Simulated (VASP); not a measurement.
Wanted: the native input for a VASP 6.6.1 run.

```
Task                    : density of states
Functional              : PBE
Potentials or basis     : VASP PAW PBE potentials, release 64 (B, Rh_pv)
Cutoff                  : 520 eV
k mesh                  : 12 × 12 × 12
Occupations             : gaussian, width 0.1 eV
Spin                    : no spin polarisation
Dipole correction       : no
k mesh for the DOS      : 18 × 18 × 18
Occupations for the DOS : tetrahedron
Further INCAR settings  : ALGO = Normal; EDIFF = 1e-06; NBANDS = 22
```

B4Rh:

```
CELL_PARAMETERS angstrom
3.49186 0.00000 0.00000
0.00000 3.49186 0.00000
0.00000 0.00000 3.49186
ATOMIC_POSITIONS crystal
B 0.50000 0.00000 0.00000
B 0.00000 0.50000 0.00000
B 0.00000 0.00000 0.50000
B 0.00000 0.00000 0.00000
Rh 0.50000 0.50000 0.50000
```

The input as run:

POSCAR

```
B4Rh
1.0
    3.4918603793      0.0000000000      0.0000000000
    0.0000000000      3.4918603793      0.0000000000
    0.0000000000      0.0000000000      3.4918603793
B Rh
4 1
Direct
    0.5000000000      0.0000000000      0.0000000000
    0.0000000000      0.5000000000      0.0000000000
    0.0000000000      0.0000000000      0.5000000000
    0.0000000000      0.0000000000      0.0000000000
    0.5000000000      0.5000000000      0.5000000000
```

INCAR.step1

```
ALGO = Normal ; EDIFF = 1E-6
ENCUT = 520 ; GGA = PE
ISIF = 2 ; ISMEAR = 0
LASPH = True ; LCHARG = True
LMAXMIX = 4 ; LREAL = False
LWAVE = False ; NBANDS = 22
NELM = 100 ; PREC = Accurate
SIGMA = 0.1
```

KPOINTS.step1

```
k-points
0
Gamma
  12 12 12
```

INCAR.step2

```
ALGO = Normal ; EDIFF = 1E-6
ENCUT = 520 ; GGA = PE
ICHARG = 11 ; ISIF = 2
ISMEAR = -5 ; LASPH = True
LCHARG = False ; LMAXMIX = 4
LORBIT = 10 ; LREAL = False
LWAVE = False ; NBANDS = 22
NEDOS = 1001 ; NELM = 100
PREC = Accurate ; SIGMA = 0.1
```

KPOINTS.step2

```
k-points
0
Gamma
  18 18 18
```

Potentials or basis: VASP PAW PBE potentials, release 64 (B, Rh_pv).

The run is started by

```console
$ cat potpaw_PBE.64/B/POTCAR potpaw_PBE.64/Rh_pv/POTCAR > POTCAR
$ cp INCAR.step1 INCAR
$ cp KPOINTS.step1 KPOINTS
$ mpirun -np 1 vasp_std > vasp.out
$ cp INCAR.step2 INCAR
$ cp KPOINTS.step2 KPOINTS
$ mpirun -np 1 vasp_std > vasp.out
```

Results of the run:

| Quantity | Value |
| --- | --- |
| Valence electrons inside the program's atomic spheres | B 1.68, 2.12; Rh 13.86 |

It took 3.2 min on 1 thread of Intel(R) Xeon(R) Platinum 8259CL CPU @ 2.50GHz (Skylake/Cascade Lake), on a shared host, peak memory 0.29 GiB.
